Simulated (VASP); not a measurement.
# Al3Ag4 (Cmmm) in VASP: relaxation of cell and atoms with PBE

Aim: the relaxation of cell and atoms of Al3Ag4 with PBE.

Everything below comes from runs of VASP 6.6.1. Logs are shortened: lines on timing, memory, paths and dates and some standing lists are left out, and cuts for length are marked.

### Step 1. The cell of the first run

Symmetry: Cmmm, No. 65, orthorhombic system. The conventional cell has a = 6.057 Å, b = 8.045 Å, c = 5.841 Å, α = 90.00°, β = 90.00°, γ = 90.00°. Al (site symmetry 2/m) has 4 Al at 2.52 to 3.03 Å and 6 Ag at 2.52 to 3.31 Å within 3.4 Å. Al (site symmetry mmm) has 4 Al at 2.52 Å and 6 Ag at 3.03 to 3.36 Å within 3.4 Å. Within 3.5 Å of Ag (site symmetry m2m) lie 6 Ag at 2.37 to 3.45 Å and 6 Al at 3.31 to 3.36 Å. Within 3.1 Å of Ag (site symmetry mmm) lie 4 Ag at 2.37 to 2.92 Å. Within 3.3 Å of Ag (site symmetry mmm) lie 6 Al at 2.52 to 3.03 Å and 2 Ag at 2.92 Å.

The cell was generated, and may not be a known phase.

### Step 2. Relaxation of cell and atoms, PBE

Contents of INCAR:

```
  PREC = Accurate
  ENCUT = 600
  EDIFF = 1E-6
  ISMEAR = 0
  SIGMA = 0.1
  LREAL = False
  LASPH = True
  NELM = 60
  ALGO = Fast
  ISIF = 3
  LWAVE = False
  LCHARG = False
  GGA = PE
  IBRION = 2
  NSW = 90
  EDIFFG = -0.04
```

Contents of KPOINTS:

```
regular mesh
0
Gamma
  4 4 4
```

Contents of POSCAR:

```
Al3Ag4
1.0
    3.0286334700     -4.0225920200      0.0000000000
    3.0286334700      4.0225920200      0.0000000000
    0.0000000000      0.0000000000      5.8407334600
Al Ag
3 4
Direct
    0.0000000000      0.5000000000      0.0000000000
    0.5000000000      0.0000000000      0.0000000000
    0.0000000000      0.0000000000      0.0000000000
    0.7943463100      0.2056536900      0.5000000000
    0.2056536900      0.7943463100      0.5000000000
    0.5000000000      0.5000000000      0.5000000000
    0.5000000000      0.5000000000      0.0000000000
```

Potentials or basis: VASP PAW PBE potentials, release 64 (Al, Ag).

The run is started by

```console
cat potpaw_PBE.64/Al/POTCAR potpaw_PBE.64/Ag/POTCAR > POTCAR
mpirun -np 1 vasp_std > vasp.out
```

OUTCAR:

```text
PREC = Accurate
   ENCUT = 600
   EDIFF = 1E-6
   ISMEAR = 0
   LREAL = False
   LASPH = True
   NELM = 60
   ISIF = 3
   GGA = PE
   IBRION = 2
   NSW = 90
   EDIFFG = -0.04

 ion  position               nearest neighbor table
   1  0.000  0.500  0.000-   3 2.52   7 2.52   3 2.52   7 2.52   2 3.03   2 3.03   5 3.31   5 3.31
                             4 3.31   4 3.31
   2  0.500  0.000  0.000-   3 2.52   7 2.52   7 2.52   3 2.52   1 3.03   1 3.03   5 3.31   5 3.31
                             4 3.31   4 3.31
   3  0.000  0.000  0.000-   1 2.52   2 2.52   1 2.52   2 2.52   7 3.03   7 3.03   5 3.36   5 3.36
                             4 3.36   4 3.36
   4  0.794  0.206  0.500-   6 2.37   5 3.11   5 3.11   1 3.31   1 3.31   2 3.31   2 3.31   5 3.31
                             3 3.36   3 3.36   6 3.45   6 3.45
   5  0.206  0.794  0.500-   6 2.37   4 3.11   4 3.11   1 3.31   1 3.31   2 3.31   2 3.31   4 3.31
                             3 3.36   3 3.36   6 3.45   6 3.45
   6  0.500  0.500  0.500-   4 2.37   5 2.37   7 2.92   7 2.92   5 3.45   4 3.45   5 3.45   4 3.45

   7  0.500  0.500  0.000-   1 2.52   2 2.52   2 2.52   1 2.52   6 2.92   6 2.92   3 3.03   3 3.03

  LATTYP: Found a base centered orthorhombic cell.
 ALAT       =     6.0572669400
 B/A-ratio  =     1.3281871378
 C/A-ratio  =     0.9642522804

  Lattice vectors:

 A1 = (   3.0286334700,  -4.0225920200,   0.0000000000)
 A2 = (   3.0286334700,   4.0225920200,   0.0000000000)
 A3 = (   0.0000000000,   0.0000000000,   5.8407334600)

Analysis of symmetry for initial positions (statically):
=====================================================================
 Subroutine PRICEL returns:
 Original cell was already a primitive cell.

 Routine SETGRP: Setting up the symmetry group for a
 base centered orthorhombic supercell.

 Subroutine GETGRP returns: Found  8 space group operations
 (whereof  8 operations were pure point group operations)
 out of a pool of  8 trial point group operations.

The static configuration has the point symmetry D_2h.

Analysis of symmetry for dynamics (positions and initial velocities):
=====================================================================
 Subroutine PRICEL returns:
 Original cell was already a primitive cell.

 Routine SETGRP: Setting up the symmetry group for a
 base centered orthorhombic supercell.

 Subroutine GETGRP returns: Found  8 space group operations
 (whereof  8 operations were pure point group operations)
 out of a pool of  8 trial point group operations.

The dynamic configuration has the point symmetry D_2h.

 Subroutine INISYM returns: Found  8 space group operations
 (whereof  8 operations are pure point group operations),
 and found     1 'primitive' translations

----------------------------------------------------------------------------------------

                                     Primitive cell

  volume of cell :     142.3148

  direct lattice vectors                    reciprocal lattice vectors
     3.028633470 -4.022592020  0.000000000     0.165090958 -0.124297964  0.000000000
     3.028633470  4.022592020  0.000000000     0.165090958  0.124297964  0.000000000
     0.000000000  0.000000000  5.840733460     0.000000000  0.000000000  0.171211374

  length of vectors
     5.035262382  5.035262382  5.840733460     0.206651901  0.206651901  0.171211374

  position of ions in fractional coordinates (direct lattice)
     0.000000000  0.500000000  0.000000000
     0.500000000  0.000000000  0.000000000
     0.000000000  0.000000000  0.000000000
     0.794346310  0.205653690  0.500000000
     0.205653690  0.794346310  0.500000000
     0.500000000  0.500000000  0.500000000
     0.500000000  0.500000000  0.000000000

  ion indices of the primitive-cell ions
   primitive index   ion index
                 1           1
                 2           2
                 3           3
                 4           4
                 5           5
                 6           6
                 7           7

----------------------------------------------------------------------------------------

 KPOINTS: regular mesh

Automatic generation of k-mesh.
 Grid dimensions read from file:
 generate k-points for:    4    4    4

 Generating k-lattice:

  Cartesian coordinates                     Fractional coordinates (reciprocal lattice)
     0.041272739 -0.031074491  0.000000000     0.250000000  0.000000000  0.000000000
     0.041272739  0.031074491  0.000000000     0.000000000  0.250000000  0.000000000
     0.000000000  0.000000000  0.042802843     0.000000000  0.000000000  0.250000000

  Length of vectors
     0.051662975  0.051662975  0.042802843

  Shift w.r.t. Gamma in fractional coordinates (k-lattice)
     0.000000000  0.000000000  0.000000000

 Subroutine IBZKPT returns following result:
 ===========================================

 Found     21 irreducible k-points:

 Following reciprocal coordinates:
            Coordinates               Weight
  0.000000  0.000000  0.000000      1.000000
  0.250000 -0.000000  0.000000      4.000000
  0.500000 -0.000000  0.000000      2.000000
  0.250000  0.250000  0.000000      2.000000
  0.500000  0.250000  0.000000      4.000000
 -0.250000  0.250000  0.000000      2.000000
[... 13 lines left out ...]
 -0.250000  0.250000  0.500000      2.000000
  0.500000  0.500000  0.500000      1.000000
   k-points           NKPTS =     21   k-points in BZ     NKDIM =     21   number of bands    NBANDS=     31
   number of dos      NEDOS =    301   number of ions     NIONS =      7
   total plane-waves  NPLWV =  76800
   dimension x,y,z NGX =    40 NGY =   40 NGZ =   48
   dimension x,y,z NGXF=    80 NGYF=   80 NGZF=   96
   ions per type =               3   4
   NGX,Y,Z   is equivalent  to a cutoff of  13.21, 13.21, 13.66 a.u.
   NGXF,Y,Z  is equivalent  to a cutoff of  26.41, 26.41, 27.32 a.u.
 SYSTEM =  unknown system
   PREC   = accura    normal or accurate (medium, high low for compatibility)
   ISTART =      0    job   : 0-new  1-cont  2-samecut
   ICHARG =      2    charge: 1-file 2-atom 10-const
   ISPIN  =      1    spin polarized calculation?
   LNONCOLLINEAR =      F non collinear calculations
   LSORBIT =      F    spin-orbit coupling
   LASPH  =      T    aspherical Exc in radial PAW
   ENCUT  =  600.0 eV  44.10 Ry    6.64 a.u.  10.06 10.06 11.67*2*pi/ulx,y,z
   NELM   =     60;   NELMIN=  2; NELMDL= -5     # of ELM steps
   EDIFF  = 0.1E-05   stopping-criterion for ELM
   LREAL  =      F    real-space projection
   EDIFFG = -.4E-01   stopping-criterion for IOM
   NSW    =     90    number of steps for IOM
   IBRION =      2    ionic relax: 0-MD 1-quasi-New 2-CG
   NFREE  =      1    steps in history (QN), initial steepest desc. (CG)
   ISIF   =      3    stress and relaxation
   ISYM   =      2    0-nonsym 1-usesym 2-fastsym
   POTIM  = 0.5000    time-step for ionic-motion
   TEBEG  =    0.0;   TEEND  =   0.0 temperature during run
   PSTRESS=    0.0 pullay stress
   NELECT =      53.0000    total number of electrons
   NUPDOWN=      -1.0000    fix difference up-down
   EMIN   =  10.00;   EMAX   =-10.00  energy-range for DOS
   EFERMI =   0.00;   METHOD = LEGACY
   ISMEAR =     0;   SIGMA  =   0.10  broadening in eV -4-tet -1-fermi 0-gaus
   EFERMI_NEDOS =   21; number of points for ismear=-14 and -15
   IALGO  =     68    algorithm
   IMIX   =      4    mixing-type and parameters
     AMIX     =   0.40;   BMIX     =  1.00
     AMIX_MAG =   1.60;   BMIX_MAG =  1.00
  volume/ion in A,a.u.               =      20.33       137.20
  Fermi-wavevector in a.u.,A,eV,Ry     =   1.177832  2.225780 18.875209  1.387289
  Thomas-Fermi vector in A             =   2.314172
   LORBIT       =      0    0 simple, 1 ext, 2 COOP (PROOUT), +10 PAW based schemes
   GGA     = PE    functional components
   LHFCALC =     F    Hartree Fock is set to
   AEXX    =    0.0000 exact exchange contribution
   IVDW    =     0    specifies the selected vdW correction
   LEPSILON=     F    determine dielectric tensor
   LRPA    =     F    only Hartree local field effects (RPA)
 conjugate gradient relaxation of ions
 non-spin polarized calculation
 RMM-DIIS sequential band-by-band and
 Gauss-broadening in eV      SIGMA  =   0.10
  energy-cutoff  :      600.00
  volume of cell :      142.31
 maximum number of plane-waves:      4776
   NGX = 21   NGY = 21   NGZ = 23

--------------------------------------- Ionic step        1  -------------------------------------------

 number of electron      53.0000003 magnetization

 Free energy of the ion-electron system (eV)
  ---------------------------------------------------
  ext. energy  EPLUGINS =         0.00000000
  ---------------------------------------------------
  free energy    TOTEN  =       -18.65871895 eV

  energy without entropy =      -18.64310156  energy(sigma->0) =      -18.65091026

------------------------ aborting loop because EDIFF is reached ----------------------------------------

  FORCE on cell =-STRESS in cart. coord.  units (eV):
  Direction    XX          YY          ZZ          XY          YZ          ZX
  --------------------------------------------------------------------------------------
  -------------------------------------------------------------------------------------
  Total       -2.5724886     23.7402908     -8.0600390      0.0000000      0.0000000      0.0000000
  in kB      -28.9610264    267.2677316    -90.7397617      0.0000000      0.0000000      0.0000000
  external PRESSURE =      49.1889812 kB  Pullay stress =       0.0000000 kB
[... 104 lines left out ...]
  FREE ENERGIE OF THE ION-ELECTRON SYSTEM (eV)
  ---------------------------------------------------
  free  energy   TOTEN  =       -20.3062159602 eV

  energy  without entropy=      -20.2923431539  energy(sigma->0) =      -20.29927956

[... ionic steps 4 to 12 ...]

--------------------------------------- Ionic step       13  -------------------------------------------

 number of electron      52.9999996 magnetization

------------------------ aborting loop because EDIFF is reached ----------------------------------------

  FORCE on cell =-STRESS in cart. coord.  units (eV):
  Direction    XX          YY          ZZ          XY          YZ          ZX
  --------------------------------------------------------------------------------------
  -------------------------------------------------------------------------------------
  Total       -0.0879074      0.1310597      0.2969282      0.0000000      0.0000000      0.0000000
  in kB       -1.1013821      1.6420327      3.7201819      0.0000000      0.0000000      0.0000000
  external PRESSURE =       1.4202775 kB  Pullay stress =       0.0000000 kB
[... 67 lines left out ...]
  energy  without entropy=      -21.1545488234  energy(sigma->0) =      -21.15608548

--------------------------------------- Ionic step       15  -------------------------------------------

 number of electron      52.9999998 magnetization

 Free energy of the ion-electron system (eV)
  ---------------------------------------------------
  ext. energy  EPLUGINS =         0.00000000
  ---------------------------------------------------
  free energy    TOTEN  =       -21.15986668 eV

  energy without entropy =      -21.15706091  energy(sigma->0) =      -21.15846380

 E-fermi :   7.7017     XC(G=0): -10.9003

 val. band max:        7.5754497771   @ k =   0.0000   0.0000   0.0000
 cond. band min:       7.7106624081   @ k =   0.0000   0.0000   0.5000
 fundamental gap:      0.1352126310
 Fermi energy:         7.7017384530

 k-point     1 :       0.0000    0.0000    0.0000
  band No.  band energies     occupation
      1      -2.2228      2.00000
      2       0.7937      2.00000
      3       0.9933      2.00000
      4       1.0013      2.00000
      5       1.4271      2.00000
      6       1.4376      2.00000
[... 737 lines left out ...]
  FREE ENERGIE OF THE ION-ELECTRON SYSTEM (eV)
  ---------------------------------------------------
  free  energy   TOTEN  =       -21.1598666822 eV

  energy  without entropy=      -21.1570609112  energy(sigma->0) =      -21.15846380

 reached required accuracy - stopping structural energy minimisation
```

Run time: 29 min. Hardware: 1 thread of Intel Xeon 8259CL, shared host; peak memory 0.33 GiB.

Results:

```
Free energy                           : -21.1599 eV
Relaxed volume                        : 18.31 Å³/atom
Relaxed cell                          : a = 5.298 Å, b = 5.298 Å, c = 5.266 Å, α = 90.00°, β = 90.00°, γ = 119.88°
Space group after relaxing (to 0.1 Å) : P6/mmm (No. 191)
Energy gained by relaxing             : 357.3 meV/atom
Ionic steps                           : 15
Pressure after relaxing               : 0.0 GPa
Largest force after relaxing          : 0.039 eV/Å
Band gap on the k mesh                : zero (an odd number of electrons rules out a gap without spin polarisation)
```

Forces in eV/Å, atoms in the order of the input:
```
Al   0.000  0.000  0.000
Al   0.000  0.000  0.000
Al   0.000  0.000  0.000
Ag   0.000 -0.039  0.000
Ag   0.000  0.039  0.000
Ag   0.000  0.000  0.000
Ag   0.000  0.000  0.000
```

The path:
```csv
step,energy change (eV),largest force (eV/Å),pressure (GPa),volume (Å³)
1,0.0000,3.3512,4.92,142.31
2,-1.5763,0.0746,-8.13,153.63
3,-1.6475,0.3369,-6.45,150.87
4,-2.2595,0.3553,-2.70,135.23
5,-2.3547,0.3687,0.25,128.55
6,-2.3554,0.3693,0.68,127.78
7,-2.4337,0.3248,0.99,127.01
8,-2.4628,0.2703,1.52,126.21
9,-2.4787,0.1607,-0.86,129.83
10,-2.4812,0.1869,-0.23,128.83
11,-2.4876,0.1588,-0.24,128.65
12,-2.4929,0.1180,-0.16,128.35
13,-2.4977,0.0943,0.14,127.88
14,-2.4989,0.0733,0.36,127.56
15,-2.5011,0.0392,-0.01,128.17
```

Final structure:
```cif
data_structure
_symmetry_space_group_name_H-M 'P 1'
_symmetry_Int_Tables_number 1
_cell_length_a 5.2983
_cell_length_b 5.2983
_cell_length_c 5.2658
_cell_angle_alpha 90.000
_cell_angle_beta 90.000
_cell_angle_gamma 119.882
_cell_volume 128.17
loop_
_atom_site_label
_atom_site_type_symbol
_atom_site_fract_x
_atom_site_fract_y
_atom_site_fract_z
_atom_site_occupancy
Al1 Al 0.00000 0.50000 0.00000 1
Al2 Al 0.50000 0.00000 0.00000 1
Al3 Al 0.00000 0.00000 0.00000 1
Ag1 Ag 0.83159 0.16841 0.50000 1
Ag2 Ag 0.16841 0.83159 0.50000 1
Ag3 Ag 0.50000 0.50000 0.50000 1
Ag4 Ag 0.50000 0.50000 0.00000 1
```

The gap in the log of VASP goes by the Fermi energy; the results here count the filled bands.